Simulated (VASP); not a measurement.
# ZrS2 (P-3m1) in VASP: notebook

The runs below take ZrS2 through single point, with HSE06.

Everything below comes from runs of VASP 6.6.1. Logs are shortened: lines on timing, memory, paths and dates and some standing lists are left out, and cuts for length are marked.

### 1 The cell of the first run

Symmetry: P-3m1, No. 164, trigonal system. The conventional cell has a = 3.674 Å, b = 3.674 Å, c = 5.974 Å, α = 90.00°, β = 90.00°, γ = 120.00°. Zr (site symmetry -3m) has 6 S at 2.57 Å within 3.4 Å. S (site symmetry 3m) has 3 Zr at 2.57 Å within 3.4 Å.

### 2 Single point, HSE06 (uniaxial z strain +2.0%)

POSCAR reads:

```
ZrS2
1.0
    3.6743990850      0.0000000000      0.0000000000
   -1.8371995425      3.1821229513      0.0000000000
    0.0000000000      0.0000000000      5.9739933996
Zr S
1 2
Direct
    0.0000000000      0.0000000000      0.0000000000
    0.3333333333      0.6666666667      0.2419409647
    0.6666666667      0.3333333333      0.7580590353
```

INCAR.step1 reads:

```
  PREC = Accurate
  ENCUT = 400
  EDIFF = 1E-5
  ISMEAR = 0
  SIGMA = 0.01
  LREAL = False
  LASPH = True
  NELM = 120
  ALGO = Normal
  ISIF = 2
  LWAVE = True
  GGA = PE
  NBANDS = 19
  GGA_COMPAT = False
```

INCAR.step2 reads:

```
  PREC = Accurate
  ENCUT = 400
  EDIFF = 1E-6
  ISMEAR = 0
  SIGMA = 0.01
  LREAL = False
  LASPH = True
  NELM = 120
  ALGO = Normal
  ISIF = 2
  LWAVE = False
  LCHARG = True
  GGA = PE
  LHFCALC = True
  HFSCREEN = 0.2079
  PRECFOCK = Normal
  LELF = True
  LVHAR = True
  ISTART = 1
  NBANDS = 19
  GGA_COMPAT = False
```

KPOINTS reads:

```
Automatic mesh
0
Gamma
  6 6 4
```

Potentials or basis: VASP PAW PBE potentials, release 64 (Zr_sv, S).

Launch:

```sh
$ cat potpaw_PBE.64/Zr_sv/POTCAR potpaw_PBE.64/S/POTCAR > POTCAR
$ cp INCAR.step1 INCAR
$ mpirun -np 1 vasp_std > vasp.out
$ cp INCAR.step2 INCAR
$ mpirun -np 1 vasp_std > vasp.out
```

OUTCAR:

```text
PREC = Accurate
   ENCUT = 400
   EDIFF = 1E-6
   ISMEAR = 0
   LREAL = False
   LASPH = True
   NELM = 120
   ISIF = 2
   GGA = PE
   LHFCALC = True
   HFSCREEN = 0.2079
   PRECFOCK = Normal
   ISTART = 1

 ion  position               nearest neighbor table
   1  0.000  0.000  0.000-   2 2.57   3 2.57   3 2.57   2 2.57   3 2.57   2 2.57
   2  0.333  0.667  0.242-   1 2.57   1 2.57   1 2.57
   3  0.667  0.333  0.758-   1 2.57   1 2.57   1 2.57

  LATTYP: Found a hexagonal cell.
 ALAT       =     3.6743990850
 C/A-ratio  =     1.6258422837

  Lattice vectors:

 A1 = (   3.6743990850,   0.0000000000,   0.0000000000)
 A2 = (  -1.8371995425,   3.1821229513,   0.0000000000)
 A3 = (   0.0000000000,   0.0000000000,   5.9739933996)

Analysis of symmetry for initial positions (statically):
=====================================================================
 Subroutine PRICEL returns:
 Original cell was already a primitive cell.

 Routine SETGRP: Setting up the symmetry group for a
 hexagonal supercell.

 Subroutine GETGRP returns: Found 12 space group operations
 (whereof 12 operations were pure point group operations)
 out of a pool of 24 trial point group operations.

The static configuration has the point symmetry D_3d.

Analysis of symmetry for dynamics (positions and initial velocities):
=====================================================================
 Subroutine PRICEL returns:
 Original cell was already a primitive cell.

 Routine SETGRP: Setting up the symmetry group for a
 hexagonal supercell.

 Subroutine GETGRP returns: Found 12 space group operations
 (whereof 12 operations were pure point group operations)
 out of a pool of 24 trial point group operations.

The dynamic configuration has the point symmetry D_3d.

 Subroutine INISYM returns: Found 12 space group operations
 (whereof 12 operations are pure point group operations),
 and found     1 'primitive' translations

----------------------------------------------------------------------------------------

                                     Primitive cell

  volume of cell :      69.8503

  direct lattice vectors                    reciprocal lattice vectors
     3.674399085  0.000000000  0.000000000     0.272153344  0.157127807  0.000000000
    -1.837199543  3.182122951  0.000000000     0.000000000  0.314255613  0.000000000
     0.000000000  0.000000000  5.973993400     0.000000000  0.000000000  0.167392217

  length of vectors
     3.674399085  3.674399085  5.973993400     0.314255613  0.314255613  0.167392217

  position of ions in fractional coordinates (direct lattice)
     0.000000000  0.000000000  0.000000000
     0.333333333  0.666666667  0.241940965
     0.666666667  0.333333333  0.758059035

  ion indices of the primitive-cell ions
   primitive index   ion index
                 1           1
                 2           2
                 3           3

----------------------------------------------------------------------------------------

 KPOINTS: Automatic mesh

Automatic generation of k-mesh.
 Grid dimensions read from file:
 generate k-points for:    6    6    4

 Generating k-lattice:

  Cartesian coordinates                     Fractional coordinates (reciprocal lattice)
     0.045358891  0.026187968  0.000000000     0.166666667  0.000000000  0.000000000
     0.000000000  0.052375936  0.000000000     0.000000000  0.166666667  0.000000000
     0.000000000  0.000000000  0.041848054     0.000000000  0.000000000  0.250000000

  Length of vectors
     0.052375936  0.052375936  0.041848054

  Shift w.r.t. Gamma in fractional coordinates (k-lattice)
     0.000000000  0.000000000  0.000000000

 Subroutine IBZKPT returns following result:
 ===========================================

 Found     24 irreducible k-points:

 Following reciprocal coordinates:
            Coordinates               Weight
  0.000000  0.000000  0.000000      1.000000
  0.166667  0.000000  0.000000      6.000000
  0.333333  0.000000  0.000000      6.000000
  0.500000  0.000000  0.000000      3.000000
  0.166667  0.166667  0.000000      6.000000
  0.333333  0.166667  0.000000     12.000000
[... 16 lines left out ...]
  0.333333  0.166667  0.500000     12.000000
  0.333333  0.333333  0.500000      2.000000
   k-points           NKPTS =     24   k-points in BZ     NKDIM =    144   number of bands    NBANDS=     19
   number of dos      NEDOS =    301   number of ions     NIONS =      3
   total plane-waves  NPLWV =  23040
   dimension x,y,z NGX =    24 NGY =   24 NGZ =   40
   dimension x,y,z NGXF=    48 NGYF=   48 NGZF=   80
   ions per type =               1   2
   NGX,Y,Z   is equivalent  to a cutoff of  10.86, 10.86, 11.13 a.u.
   NGXF,Y,Z  is equivalent  to a cutoff of  21.72, 21.72, 22.26 a.u.
 SYSTEM =  unknown system
   PREC   = accura    normal or accurate (medium, high low for compatibility)
   ISTART =      1    job   : 0-new  1-cont  2-samecut
   ICHARG =      0    charge: 1-file 2-atom 10-const
   ISPIN  =      1    spin polarized calculation?
   LNONCOLLINEAR =      F non collinear calculations
   LSORBIT =      F    spin-orbit coupling
   LASPH  =      T    aspherical Exc in radial PAW
   ENCUT  =  400.0 eV  29.40 Ry    5.42 a.u.   5.99  5.99  9.74*2*pi/ulx,y,z
   NELM   =    120;   NELMIN=  2; NELMDL=  0     # of ELM steps
   EDIFF  = 0.1E-05   stopping-criterion for ELM
   LREAL  =      F    real-space projection
   EDIFFG = 0.1E-04   stopping-criterion for IOM
   NSW    =      0    number of steps for IOM
   IBRION =     -1    ionic relax: 0-MD 1-quasi-New 2-CG
   NFREE  =      0    steps in history (QN), initial steepest desc. (CG)
   ISIF   =      2    stress and relaxation
   ISYM   =      3    0-nonsym 1-usesym 2-fastsym
   POTIM  = 0.5000    time-step for ionic-motion
   TEBEG  =    0.0;   TEEND  =   0.0 temperature during run
   PSTRESS=    0.0 pullay stress
   NELECT =      24.0000    total number of electrons
   NUPDOWN=      -1.0000    fix difference up-down
   EMIN   =  10.00;   EMAX   =-10.00  energy-range for DOS
   EFERMI =   0.00;   METHOD = LEGACY
   ISMEAR =     0;   SIGMA  =   0.01  broadening in eV -4-tet -1-fermi 0-gaus
   EFERMI_NEDOS =   21; number of points for ismear=-14 and -15
   IALGO  =     38    algorithm
   IMIX   =      1    mixing-type and parameters
     AMIX     =   0.40;   BMIX     =  1.00
     AMIX_MAG =   1.60;   BMIX_MAG =  1.00
  volume/ion in A,a.u.               =      23.28       157.12
  Fermi-wavevector in a.u.,A,eV,Ry     =   1.146628  2.166813 17.888341  1.314756
  Thomas-Fermi vector in A             =   2.283312
   LORBIT       =      0    0 simple, 1 ext, 2 COOP (PROOUT), +10 PAW based schemes
   GGA     = PE    functional components
   LHFCALC =     T    Hartree Fock is set to
   PRECFOCK=normal    Normal, Fast or Accurate (Low or Medium for compatibility)
   ENCUT4O =  -1.0   cutoff for four orbital integrals eV
   NKREDX  =     1    reduce k-point grid by
   NKREDY  =     1    reduce k-point grid by
   NKREDZ  =     1    reduce k-point grid by
   AEXX    =    0.2500 exact exchange contribution
   HFSCREEN=    0.2079 screening length (either q_TF or 0.3 A-1)
   HFSCREENC=   0.2079 screening length for correlation (either q_TF or 0.3 A-1)
   ENCUTFOCK=  -1.0 apply spherical cutoff to Coloumb kernel
   IVDW    =     0    specifies the selected vdW correction
   LEPSILON=     F    determine dielectric tensor
   LRPA    =     F    only Hartree local field effects (RPA)
 non-spin polarized calculation
 Gauss-broadening in eV      SIGMA  =   0.01
  energy-cutoff  :      400.00
  volume of cell :       69.85
 maximum number of plane-waves:      1290
  NGX = 18; NGY = 18; NGZ = 30

 number of electron      24.0000003 magnetization

 Free energy of the ion-electron system (eV)
  ---------------------------------------------------
  ext. energy  EPLUGINS =         0.00000000
  ---------------------------------------------------
  free energy    TOTEN  =       -25.42977357 eV

  energy without entropy =      -25.42977357  energy(sigma->0) =      -25.42977357

 E-fermi :   3.8766     XC(G=0):  -7.8487

 val. band max:        3.8053054384   @ k =   0.0000   0.0000   0.0000
 cond. band min:       5.5931976889   @ k =   0.5000   0.0000   0.5000
 fundamental gap:      1.7878922506
 Fermi energy:         3.8765867591

 k-point     1 :       0.0000    0.0000    0.0000
  band No.  band energies     occupation
      1     -48.5698      2.00000
      2     -25.2413      2.00000
      3     -25.0607      2.00000
      4     -25.0607      2.00000
      5     -10.1680      2.00000
      6      -8.5672      2.00000
[... 11 lines left out ...]
     18      10.5956      0.00000
     19      10.6631      0.00000

 k-point     2 :       0.1667    0.0000    0.0000
  band No.  band energies     occupation
      1     -48.5645      2.00000
      2     -25.2250      2.00000
      3     -25.1388      2.00000
      4     -25.0776      2.00000
      5      -9.8642      2.00000
      6      -8.6413      2.00000
[... 11 lines left out ...]
     18      11.7532      0.00000
     19      12.3458      0.00000

 k-point     3 :       0.3333    0.0000    0.0000
  band No.  band energies     occupation
      1     -48.5537      2.00000
      2     -25.2921      2.00000
      3     -25.1912      2.00000
      4     -25.1110      2.00000
      5      -9.2416      2.00000
      6      -8.7327      2.00000
[... 11 lines left out ...]
     18      12.3651      0.00000
     19      13.1686      0.00000

 k-point     4 :       0.5000    0.0000    0.0000
  band No.  band energies     occupation
      1     -48.5484      2.00000
      2     -25.3665      2.00000
      3     -25.1747      2.00000
      4     -25.1275      2.00000
      5      -9.0708      2.00000
      6      -8.5819      2.00000
[... 407 lines left out ...]
     18      13.4377      0.00000
     19      13.4948      0.00000

 k-point    23 :       0.3333    0.1667    0.5000
  band No.  band energies     occupation
      1     -48.5484      2.00000
      2     -25.3265      2.00000
      3     -25.1770      2.00000
      4     -25.1670      2.00000
      5      -9.0081      2.00000
      6      -8.6430      2.00000
[... 11 lines left out ...]
     18      12.0167      0.00000
     19      12.9061      0.00000

 k-point    24 :       0.3333    0.3333    0.5000
  band No.  band energies     occupation
      1     -48.5457      2.00000
      2     -25.2709      2.00000
      3     -25.2709      2.00000
      4     -25.1676      2.00000
      5      -8.7488      2.00000
      6      -8.7488      2.00000
[... 11 lines left out ...]
     18      13.1072      0.00000
     19      13.6020      0.00000

------------------------ aborting loop because EDIFF is reached ----------------------------------------

  FORCE on cell =-STRESS in cart. coord.  units (eV):
  Direction    XX          YY          ZZ          XY          YZ          ZX
  --------------------------------------------------------------------------------------
  -------------------------------------------------------------------------------------
  Total       -0.1745396     -0.1745396     -0.0658535     -0.0000000      0.0000000      0.0000000
  in kB       -4.0034686     -4.0034686     -1.5105018     -0.0000000      0.0000000      0.0000000
  external PRESSURE =      -3.1724797 kB  Pullay stress =       0.0000000 kB

 VOLUME and BASIS-vectors are now :
 -----------------------------------------------------------------------------
  energy-cutoff  :      400.00
  volume of cell :       69.85
      direct lattice vectors                 reciprocal lattice vectors
     3.674399085  0.000000000  0.000000000     0.272153344  0.157127807  0.000000000
    -1.837199543  3.182122951  0.000000000     0.000000000  0.314255613  0.000000000
     0.000000000  0.000000000  5.973993400     0.000000000  0.000000000  0.167392217

 POSITION                                       TOTAL-FORCE (eV/Angst)
 -----------------------------------------------------------------------------------
      0.00000      0.00000      0.00000         0.000000      0.000000      0.000000
     -0.00000      2.12142      1.44535         0.000000     -0.000000     -0.190346
      1.83720      1.06071      4.52864        -0.000000      0.000000      0.190346
 -----------------------------------------------------------------------------------
    total drift:                                0.000000     -0.000000      0.000001

  FREE ENERGIE OF THE ION-ELECTRON SYSTEM (eV)
  ---------------------------------------------------
  free  energy   TOTEN  =       -25.4297735662 eV

  energy  without entropy=      -25.4297735662  energy(sigma->0) =      -25.42977357
```

It took 51 min on 1 thread of Intel Xeon Platinum 8259CL at 2.50GHz (Skylake/Cascade Lake), shared host; peak memory 0.28 GiB.

Results:

- Free energy: -25.4298 eV
- Pressure: -0.3 GPa
- Largest force: 0.190 eV/Å
- Band gap on the k mesh: 1.79 eV (least direct gap 2.50 eV)

Forces on the atoms (eV/Å):
```
Zr   0.000  0.000  0.000
S    0.000  0.000 -0.190
S    0.000  0.000  0.190
```

Caveat: the cell differs from its parent crystal (uniaxial z strain +2.0%); the PAW data sets were made with another functional, which shifts forces and pressure a little; this functional lacks dispersion, which binds the layers, so the pressure and a relaxed spacing across them are unreliable. A k mesh can miss the band edges.

### 3 Single point, HSE06 (uniaxial z strain +1.0%)

POSCAR reads:

```
ZrS2
1.0
    3.6743990850      0.0000000000      0.0000000000
   -1.8371995425      3.1821229513      0.0000000000
    0.0000000000      0.0000000000      5.9154248369
Zr S
1 2
Direct
    0.0000000000      0.0000000000      0.0000000000
    0.3333333333      0.6666666667      0.2440707746
    0.6666666667      0.3333333333      0.7559292254
```

INCAR.step1 reads:

```
SYSTEM = ZrS2
  ALGO = Normal
  EDIFF = 1E-5
  ENCUT = 400
  GGA = PE
  GGA_COMPAT = .False.
  ISIF = 2
  ISMEAR = 0
  LASPH = .True.
  LREAL = .False.
  LWAVE = .True.
  NBANDS = 19
  NELM = 120
  PREC = Accurate
  SIGMA = 0.01
```

INCAR.step2 reads:

```
SYSTEM = ZrS2
  ALGO = Normal
  EDIFF = 1E-6
  ENCUT = 400
  GGA = PE
  GGA_COMPAT = .False.
  HFSCREEN = 0.2079
  ISIF = 2
  ISMEAR = 0
  ISTART = 1
  LASPH = .True.
  LCHARG = .True.
  LELF = .True.
  LHFCALC = .True.
  LREAL = .False.
  LVHAR = .True.
  LWAVE = .False.
  NBANDS = 19
  NELM = 120
  PREC = Accurate
  PRECFOCK = Normal
  SIGMA = 0.01
```

KPOINTS reads:

```
k-points
0
Gamma
  6 6 4
  0 0 0
```

Potentials or basis: VASP PAW PBE potentials, release 64 (Zr_sv, S).

Launch:

```sh
$ cat potpaw_PBE.64/Zr_sv/POTCAR potpaw_PBE.64/S/POTCAR > POTCAR
$ cp INCAR.step1 INCAR
$ mpirun -np 1 vasp_std > vasp.out
$ cp INCAR.step2 INCAR
$ mpirun -np 1 vasp_std > vasp.out
```

It took 26 min on 1 thread of AMD EPYC 9R45 (Zen 5), shared host; peak memory 0.25 GiB.

Results (log left out):

```
Free energy            : -25.4247 eV
Pressure               : -0.2 GPa
Largest force          : 0.187 eV/Å
Band gap on the k mesh : 1.73 eV (least direct gap 2.44 eV)
```

Forces on the atoms (eV/Å):
```
Zr   0.000  0.000  0.000
S    0.000  0.000 -0.187
S    0.000  0.000  0.187
```

Stress tensor (GPa, compression positive):
```
-0.33  0.00  0.00
 0.00 -0.33  0.00
 0.00  0.00  0.14
```

Levels at points of the mesh, in eV from the valence-band top:
```
           k point  band 10  band 11  band 12  band 13  band 14  band 15
(0.00, 0.00, 0.00)    -0.13    -0.13     0.00     2.44     2.44     3.34
(0.50, 0.00, 0.00)    -2.68    -2.01    -1.41     1.90     4.34     4.64
(0.00, 0.00, 0.50)    -1.88    -0.27    -0.27     2.41     2.41     3.69
(0.50, 0.00, 0.50)    -2.51    -1.14    -0.91     1.73     4.32     4.65
```

Caveat: the cell differs from its parent crystal (uniaxial z strain +1.0%); the PAW data sets were made with another functional, which shifts forces and pressure a little; this functional lacks dispersion, which binds the layers, so the pressure and a relaxed spacing across them are unreliable. A k mesh can miss the band edges.
